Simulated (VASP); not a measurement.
Wanted: the native input for a VASP 6.6.1 run.

```yaml
Task: single point
Functional: PBE
Potentials_or_basis: VASP PAW PBE potentials, release 64 (Ru_pv, Al)
Cutoff: 520 eV
k_mesh: 13 × 13 × 12
Occupations: fermi-dirac, width 0.05 eV
Spin: no spin polarisation
Dipole_correction: no
Further_INCAR_settings: ALGO = Normal; EDIFF = 1e-06; NBANDS = 16
```

The structure of AlRu (WC type) lies in POSCAR:

```
AlRu
1.0
    2.7571177402      0.0000000000      0.0000000000
   -1.3785588701      2.3877340043      0.0000000000
    0.0000000000      0.0000000000      3.7779067594
Ru Al
1 1
Direct
    0.0000000000      0.0000000000      0.0000000000
    0.3333333333      0.6666666667      0.5000000000
```

These files were run (other wordings do the same):

INCAR

```
SYSTEM = AlRu
PREC = Accurate
ENCUT = 520
EDIFF = 1E-6
ISMEAR = -1
SIGMA = 0.05
LREAL = .False.
LASPH = .True.
NELM = 60
ALGO = Normal
ISIF = 2
LWAVE = .False.
LCHARG = .False.
GGA = PE
NBANDS = 16
```

KPOINTS

```
regular mesh
0
Gamma
  13 13 12
  0 0 0
```

Potentials or basis: VASP PAW PBE potentials, release 64 (Ru_pv, Al).

Run with:

```bash
$ cat potpaw_PBE.64/Ru_pv/POTCAR potpaw_PBE.64/Al/POTCAR > POTCAR
$ mpirun -np 1 vasp_std > vasp.out
```

Results of the run:

| Property | Result |
| --- | --- |
| Pressure | 32.1 GPa |
| Band gap on the k mesh | zero (an odd number of electrons rules out a gap without spin polarisation) |

Caveat: the cell stands under pressure; an empty level that is flat over the whole mesh can mark a ghost state of the potentials, or a narrow d or f band.

It took 29 s on 1 thread of Intel(R) Xeon(R) Platinum 8488C (Sapphire Rapids), on a shared host, peak memory 0.19 GiB.
